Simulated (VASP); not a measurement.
# Au in VASP: notebook

Au is run at these levels: PBEsol; tasks: relaxation of shape and atoms at fixed volume.

Everything below comes from runs of VASP 6.6.1. Logs are shortened: lines on timing, memory, paths and dates and some standing lists are left out, and cuts for length are marked.

## (1) The cell of the first run

The typed cell holds 2 atoms: a = 2.772 Å, b = 2.774 Å, c = 3.896 Å, α = 90.00°, β = 90.00°, γ = 90.00°.

## (2) Relaxation of shape and atoms at fixed volume, PBEsol (14.98 Å³/atom)

File INCAR:

```
SYSTEM = Au
PREC = Accurate
ENCUT = 600
EDIFF = 1E-7
ISMEAR = 0
SIGMA = 0.1
LREAL = .FALSE.
LASPH = .TRUE.
NELM = 80
ALGO = Fast
ISIF = 4
LWAVE = .FALSE.
LCHARG = .FALSE.
GGA = PS
IBRION = 2
NSW = 50
EDIFFG = -0.01
```

File KPOINTS:

```
Automatic mesh
0
G
  16 14 10
  0 0 0
```

File POSCAR:

```
Au
1.0
    2.7509452726     -0.0172552759      0.3395236042
   -0.0277236339      2.7500857561      0.3633726270
   -0.4762863660     -0.5112694551      3.8330637858
Au
2
Direct
    0.2500000000      0.2500000000      0.7500000000
    0.7500000000      0.7500000000      0.2500000000
```

Potentials or basis: VASP PAW PBE potentials, release 64 (Au).

Command:

```sh
> cat potpaw_PBE.64/Au/POTCAR > POTCAR
> mpirun -np 1 vasp_std > vasp.out
```

OUTCAR:

```text
SYSTEM = Au
   PREC = Accurate
   ENCUT = 600
   EDIFF = 1E-7
   ISMEAR = 0
   LREAL = .FALSE.
   LASPH = .TRUE.
   NELM = 80
   ISIF = 4
   GGA = PS
   IBRION = 2
   NSW = 50
   EDIFFG = -0.01

 ion  position               nearest neighbor table
   1  0.250  0.250  0.750-   2 2.76   2 2.76   2 2.76   2 2.76   2 2.76   2 2.76   2 2.76   2 2.76

   2  0.750  0.750  0.250-   1 2.76   1 2.76   1 2.76   1 2.76   1 2.76   1 2.76   1 2.76   1 2.76

  LATTYP: Found a simple monoclinic cell.
 ALAT       =     2.7718719154
 B/A-ratio  =     1.4056320188
 C/A-ratio  =     1.0008135160
 COS(beta)  =    -0.0000450098

  Lattice vectors:

 A1 = (   2.7509452726,  -0.0172552759,   0.3395236042)
 A2 = (   0.4762863660,   0.5112694551,  -3.8330637858)
 A3 = (  -0.0277236339,   2.7500857561,   0.3633726270)

Analysis of symmetry for initial positions (statically):
=====================================================================
 Subroutine PRICEL returns following result:

  LATTYP: Found a base centered monoclinic cell.
 ALAT       =     3.9215254224
 B/A-ratio  =     0.9935500848
 C/A-ratio  =     0.7068351258
 COS(beta)  =    -0.7068032854

  Lattice vectors:

 A1 = (   1.1234676364,   1.1107805125,   2.2679800085)
 A2 = (   1.5997540024,   1.6220499676,  -1.5650837773)
 A3 = (  -2.7509452726,   0.0172552759,  -0.3395236042)

   2 primitive cells build up your supercell.

 Routine SETGRP: Setting up the symmetry group for a
 simple monoclinic supercell.

 Subroutine GETGRP returns: Found  4 space group operations
 (whereof  2 operations were pure point group operations)
 out of a pool of  4 trial point group operations.

The static configuration has the point symmetry S_2 .
 The point group associated with its full space group is C_2h.

Analysis of symmetry for dynamics (positions and initial velocities):
=====================================================================
 Subroutine PRICEL returns following result:

  LATTYP: Found a base centered monoclinic cell.
 ALAT       =     3.9215254224
 B/A-ratio  =     0.9935500848
 C/A-ratio  =     0.7068351258
 COS(beta)  =    -0.7068032854

  Lattice vectors:

 A1 = (   1.1234676364,   1.1107805125,   2.2679800085)
 A2 = (   1.5997540024,   1.6220499676,  -1.5650837773)
 A3 = (  -2.7509452726,   0.0172552759,  -0.3395236042)

   2 primitive cells build up your supercell.
[... 110 lines left out ...]
   NSW    =     50    number of steps for IOM
   IBRION =      2    ionic relax: 0-MD 1-quasi-New 2-CG
   NFREE  =      1    steps in history (QN), initial steepest desc. (CG)
   ISIF   =      4    stress and relaxation
   ISYM   =      2    0-nonsym 1-usesym 2-fastsym
   POTIM  = 0.5000    time-step for ionic-motion
   TEBEG  =    0.0;   TEEND  =   0.0 temperature during run
   PSTRESS=    0.0 pullay stress
   NELECT =      22.0000    total number of electrons
   NUPDOWN=      -1.0000    fix difference up-down
   EMIN   =  10.00;   EMAX   =-10.00  energy-range for DOS
   EFERMI =   0.00;   METHOD = LEGACY
   ISMEAR =     0;   SIGMA  =   0.10  broadening in eV -4-tet -1-fermi 0-gaus
   EFERMI_NEDOS =   21; number of points for ismear=-14 and -15
   IALGO  =     68    algorithm
   IMIX   =      4    mixing-type and parameters
     AMIX     =   0.40;   BMIX     =  1.00
     AMIX_MAG =   1.60;   BMIX_MAG =  1.00
  volume/ion in A,a.u.               =      14.98       101.09
  Fermi-wavevector in a.u.,A,eV,Ry     =   1.476956  2.791043 29.679746  2.181400
  Thomas-Fermi vector in A             =   2.591419
   LORBIT       =      0    0 simple, 1 ext, 2 COOP (PROOUT), +10 PAW based schemes
   GGA     = PS    functional components
   LHFCALC =     F    Hartree Fock is set to
   AEXX    =    0.0000 exact exchange contribution
   IVDW    =     0    specifies the selected vdW correction
   LEPSILON=     F    determine dielectric tensor
   LRPA    =     F    only Hartree local field effects (RPA)
 conjugate gradient relaxation of ions
 non-spin polarized calculation
 RMM-DIIS sequential band-by-band and
 Gauss-broadening in eV      SIGMA  =   0.10
  energy-cutoff  :      600.00
  volume of cell :       29.96
 maximum number of plane-waves:      1023
 NGX is ok and might be reduce to    24
   NGX = 11   NGY = 11   NGZ = 15

 number of electron      21.9999996 magnetization

 Free energy of the ion-electron system (eV)
  ---------------------------------------------------
  ext. energy  EPLUGINS =         0.00000000
  ---------------------------------------------------
  free energy    TOTEN  =        -7.49853709 eV

  energy without entropy =       -7.49553632  energy(sigma->0) =       -7.49703671

 E-fermi :  11.6569     XC(G=0): -13.6592

 val. band max:       11.6416285007   @ k =   0.0625   0.3571   0.4000
 cond. band min:      11.6881885956   @ k =  -0.3125   0.2143   0.5000
 fundamental gap:      0.0465600949
 Fermi energy:        11.6569114457

 k-point     1 :       0.0000    0.0000    0.0000
  band No.  band energies     occupation
      1       0.2165      2.00000
      2       3.2007      2.00000
      3       3.5917      2.00000
      4       6.1223      2.00000
      5       6.1312      2.00000
      6       6.1969      2.00000
      7       8.0260      2.00000
      8       8.1058      2.00000
      9       9.5249      2.00000
     10       9.9851      2.00000
     11       9.9861      2.00000
     12      12.2604      0.00000
     13      18.5954      0.00000
     14      21.8074      0.00000
[... 401 lines left out ...]
      2       3.5537      2.00000
      3       3.9264      2.00000
      4       5.8417      2.00000
      5       6.3748      2.00000
      6       6.4481      2.00000
      7       7.7338      2.00000
      8       8.2011      2.00000
      9       8.3440      2.00000
     10       9.0342      2.00000
     11       9.9389      2.00000
     12      14.2743      0.00000
     13      17.8186      0.00000
     14      21.0341      0.00000
     15      22.2447      0.00000

 [... further k-points ...]
[... 5 lines left out ...]
  --------------------------------------------------------------------------------------
  -------------------------------------------------------------------------------------
  Total        5.9556933      5.9755400      5.9779546      0.0003536     -0.0003299     -0.0027672
  in kB      318.4920731    319.5534125    319.6825393      0.0189086     -0.0176407     -0.1479796
  external PRESSURE =     319.2426750 kB  Pullay stress =       0.0000000 kB

 VOLUME and BASIS-vectors are now :
 -----------------------------------------------------------------------------
  energy-cutoff  :      600.00
  volume of cell :       29.96
      direct lattice vectors                 reciprocal lattice vectors
     2.750945273 -0.017255276  0.339523604     0.358043207 -0.002229726  0.044192092
    -0.027723634  2.750085756  0.363372627    -0.003586344  0.357349743  0.047219116
    -0.476286366 -0.511269455  3.833063786    -0.031374626 -0.033679082  0.252497131

 POSITION                                       TOTAL-FORCE (eV/Angst)
 -----------------------------------------------------------------------------------
      0.32359      0.29976      3.05052        -0.000000     -0.000000      0.000000
      1.92334      1.92181      1.48544         0.000000      0.000000     -0.000000
 -----------------------------------------------------------------------------------
    total drift:                               -0.000000     -0.000000      0.000000

  FREE ENERGIE OF THE ION-ELECTRON SYSTEM (eV)
  ---------------------------------------------------
  free  energy   TOTEN  =        -7.4985370936 eV

  energy  without entropy=       -7.4955363204  energy(sigma->0) =       -7.49703671

 reached required accuracy - stopping structural energy minimisation
```

CONTCAR:

```text
Au
   1.00000000000000
     2.7509452726000001   -0.0172552759000000    0.3395236042000000
    -0.0277236339000000    2.7500857560999998    0.3633726270000000
    -0.4762863660000000   -0.5112694551000000    3.8330637857999998
  Au
     2
Direct
     0.2500000000000000    0.2500000000000000    0.7500000000000000
     0.7500000000000000    0.7500000000000000    0.2500000000000000

  0.00000000E+00  0.00000000E+00  0.00000000E+00
  0.00000000E+00  0.00000000E+00  0.00000000E+00
```

Run time: 2.2 min. Hardware: 1 thread of AMD EPYC 9R45 (Zen 5), shared host; peak memory 0.39 GiB.

Results:

| Item | Value |
| --- | --- |
| Free energy | -7.4985 eV |
| Pressure after relaxing | 31.9 GPa |
| Band gap on the k mesh | zero (bands 11 and 12 overlap by 8.24 eV) |

Final structure:
```xyz
2
Lattice="2.7509 -0.0173 0.3395 -0.0277 2.7501 0.3634 -0.4763 -0.5113 3.8331" Properties=species:S:1:pos:R:3 pbc="T T T"
Au    0.3236    0.2998    3.0505
Au    1.9233    1.9218    1.4854
```

Caveat: the PAW data sets were made with another functional, which shifts forces and pressure a little; spin-orbit coupling is left out, which moves the levels of the heavy elements.

[end of part 1 of 2]

The gap in the log of VASP goes by the Fermi energy; the results here count the filled bands.